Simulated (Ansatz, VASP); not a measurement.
**Two plane-wave programs on V**

File INCAR:

```
ALGO = Normal
EDIFF = 1E-6
ENCUT = 520
GGA = PE
ISIF = 2
ISMEAR = -1
ISPIN = 2
LASPH = T
LCHARG = F
LMAXMIX = 4
LORBIT = 11
LREAL = F
LWAVE = F
MAGMOM = 1
NBANDS = 16
NELM = 150
PREC = Accurate
SIGMA = 0.05
```

File KPOINTS:

```
k-points
0
Gamma
  21 21 21
```

File POSCAR:

```
V
1.0
    2.4443045302      0.0000000000      0.0000000000
    0.0000000000      2.4443045302      0.0000000000
    0.0000000000      0.0000000000      2.4443045302
V
1
Direct
    0.0000000000      0.0000000000      0.0000000000
```

Input for Ansatz:

```yaml
crystal:
  lattice:
    - [2.4443045302, 0.0, 0.0]
    - [0.0, 2.4443045302, 0.0]
    - [0.0, 0.0, 2.4443045302]
  atoms:
    - { symbol: V, position: [0.0, 0.0, 0.0], spin: 1.0 }
hamiltonian:
  xc: pbe
  pseudopotentials:
    kind: paw
    azcp:
      V: "pseudopotentials/V.paw.azcp"
basis:
  ecutwfc: 420
  fft_grid_basis: typed
kpoints:
  mp_grid: { grid: [21, 21, 21], shift: [0, 0, 0] }
magnetization:
  spin_polarized: true
scf:
  occupations: { method: fermi_dirac, width: 0.05 }
```

Alike in both runs: task single point; functional PBE; k mesh 21 × 21 × 21; occupations fermi-dirac, width 0.05 eV; collinear spin.

```csv
,VASP,Ansatz
version,VASP 6.6.1,Ansatz 0.2.0
potentials or method,"VASP PAW PBE potentials, release 64 (V_sv), cutoff 520 eV","plane waves (420 eV) with PAW, scalar-relativistic"
valence electrons in the cell,13,13
```

```csv
,VASP,Ansatz,Ansatz less VASP
net moment per atom (μB),0.00,0.00,-0.002
```

Ansatz's warnings: seeded moment not kept.
